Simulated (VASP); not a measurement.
Wanted: the native input for a VASP 6.6.1 run.

```
Task                   : single point
Functional             : PBEsol
Potentials or basis    : VASP PAW PBE potentials, release 64 (Y_sv, Hg)
Cutoff                 : 520 eV
k mesh                 : 10 × 10 × 12
Occupations            : fermi-dirac, width 0.03 eV
Spin                   : no spin polarisation
Dipole correction      : no
Further INCAR settings : ALGO = Normal; EDIFF = 1e-06; NBANDS = 24
```

The structure of YHg2 lies in POSCAR:

```
YHg2
1.0
    4.7710012118      0.0000000000      0.0000000000
   -2.3855006059      4.1318082509      0.0000000000
    0.0000000000      0.0000000000      3.5713600000
Y Hg
1 2
Direct
    0.0000000000      0.0000000000      0.0000000000
    0.3333333333      0.6666666667      0.5000000000
    0.6666666667      0.3333333333      0.5000000000
```

This cell differs from its parent crystal: zz strain of +1 %.

The input as run:

INCAR

```
ALGO = Normal ; EDIFF = 1E-6
ENCUT = 520 ; GGA = PS
ISIF = 2 ; ISMEAR = -1
LASPH = True ; LCHARG = True
LELF = True ; LREAL = False
LVHAR = True ; LWAVE = False
NBANDS = 24 ; NELM = 60
PREC = Accurate ; SIGMA = 0.03
```

KPOINTS

```
k-points
0
Gamma
  10 10 12
```

Potentials or basis: VASP PAW PBE potentials, release 64 (Y_sv, Hg).

Run with:

```sh
$ cat potpaw_PBE.64/Y_sv/POTCAR potpaw_PBE.64/Hg/POTCAR > POTCAR
$ mpirun -np 1 vasp_std > vasp.out
```

Results of the run:

```yaml
Pressure: 0.2 GPa
```

Caveat: the cell differs from its parent crystal (zz strain of +1 %); the PAW data sets were made with another functional, which shifts forces and pressure a little.

It took 69 s on 1 thread of Intel(R) Xeon(R) 6975P-C (Granite Rapids) (shared host), peak memory 0.31 GiB.
